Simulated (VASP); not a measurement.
LiNbO3:

```
Li Nb O
1.0
     0.00000    3.88432    3.88432
     3.88432    0.00000    3.88432
     3.88432    3.88432    0.00000
Li Nb O
2 2 6
Direct
  0.25000 0.25000 0.25000
  0.75000 0.75000 0.75000
  0.50000 0.50000 0.50000
  0.00000 0.00000 0.00000
  0.22296 0.22296 0.77704
  0.22296 0.77704 0.77704
  0.77704 0.77704 0.22296
  0.22296 0.77704 0.22296
  0.77704 0.22296 0.77704
  0.77704 0.22296 0.22296
```

* Program: VASP 6.6.1
* Task: relaxation of cell and atoms
* Functional: PBEsol
* Potentials or basis: VASP PAW PBE potentials, release 64 (Li_sv, Nb_sv, O)
* Cutoff: 600 eV
* k mesh: 6 × 6 × 6
* Occupations: fermi-dirac, width 0.03 eV
* Spin: no spin polarisation

At the start: pressure 33.7 GPa; volume 11.72 Å³/atom.

Task: Where does the relaxation end?

Result: Over 10 steps the energy falls by 843.8 meV/atom and the volume is 12.08 Å³/atom (+3.0 %); space group Pm-3m (No. 221, to 0.05 Å).

Step by step:
```csv
step,energy change (eV),largest force (eV/Å),pressure (GPa),volume (Å³)
1,0.0000,14.0821,33.74,117.21
2,19.3556,20.1318,35.46,164.28
3,-7.5770,2.3592,-11.96,131.01
4,-8.0963,0.9251,-10.61,128.66
5,-8.2632,0.6393,-8.01,126.38
6,-8.2636,0.5022,-8.26,126.57
7,-8.3199,1.0425,6.23,117.28
8,-8.4325,0.2677,-0.84,121.27
9,-8.4337,0.2569,0.63,120.35
10,-8.4380,0.0081,-0.08,120.78
```

Final structure:
```xyz
10
Lattice="0.0000 3.9233 3.9233 3.9233 0.0000 3.9233 3.9233 3.9233 0.0000" Properties=species:S:1:pos:R:3 pbc="T T T"
Li    1.9617    1.9617    1.9617
Li    5.8850    5.8850    5.8850
Nb    3.9233    3.9233    3.9233
Nb    0.0000    0.0000    0.0000
O     3.9233    3.9233    1.9615
O     5.8852    3.9233    3.9233
O     3.9233    3.9233    5.8852
O     3.9233    1.9615    3.9233
O     3.9233    5.8852    3.9233
O     1.9615    3.9233    3.9233
```

Caveat: the cutoff is under 1.25 times the usual one of these potentials, so pressure, stress and relaxed cells hold a basis-set (Pulay) error; the PAW data sets were made with another functional, which shifts forces and pressure a little.
